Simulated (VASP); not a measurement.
## Cd2Se: single point with PBE

Cd2Se:

```xyz
3
Lattice="0.0000 3.4474 3.4474 3.4474 0.0000 3.4474 3.4474 3.4474 0.0000" Properties=species:S:1:pos:R:3 pbc="T T T"
Cd    1.7237    1.7237    1.7237
Cd    5.1711    5.1711    5.1711
Se    3.4474    3.4474    3.4474
```

| Item | Value |
| --- | --- |
| Program | VASP 6.6.1 |
| Task | single point |
| Functional | PBE |
| Potentials or basis | VASP PAW PBE potentials, release 64 (Cd, Se) |
| Cutoff | 520 eV |
| k mesh | 4 × 4 × 4 |
| Occupations | gaussian, width 0.1 eV |
| Spin | no spin polarisation |

```json
{"Pressure": "0.2 GPa", "Band gap on the k mesh": "zero (band 15 reaches 3.25 eV, above the bottom of band 16 at 1.81 eV)"}
```

Levels at points of the mesh, in eV from the Fermi level:
| k point | band 12 | band 13 | band 14 | band 15 | band 16 | band 17 | band 18 | band 19 |
| --- | --- | --- | --- | --- | --- | --- | --- | --- |
| (0.00, 0.00, 0.00) | -3.45 | -2.13 | -2.13 | -2.13 | 2.09 | 2.09 | 2.09 | 2.36 |
| (0.50, 0.00, 0.00) | -5.72 | -2.64 | -2.64 | -2.10 | 2.63 | 2.89 | 2.89 | 4.41 |
| (0.50, 0.50, 0.00) | -5.34 | -3.58 | -3.58 | -0.94 | 0.21 | 2.74 | 5.13 | 5.13 |

Run time: 7.2 s on 1 thread of Intel(R) Xeon(R) 6975P-C (Granite Rapids), with other jobs on the host, peak memory 0.2 GiB.

Caveat: the k points lie up to 0.39 Å⁻¹ apart.
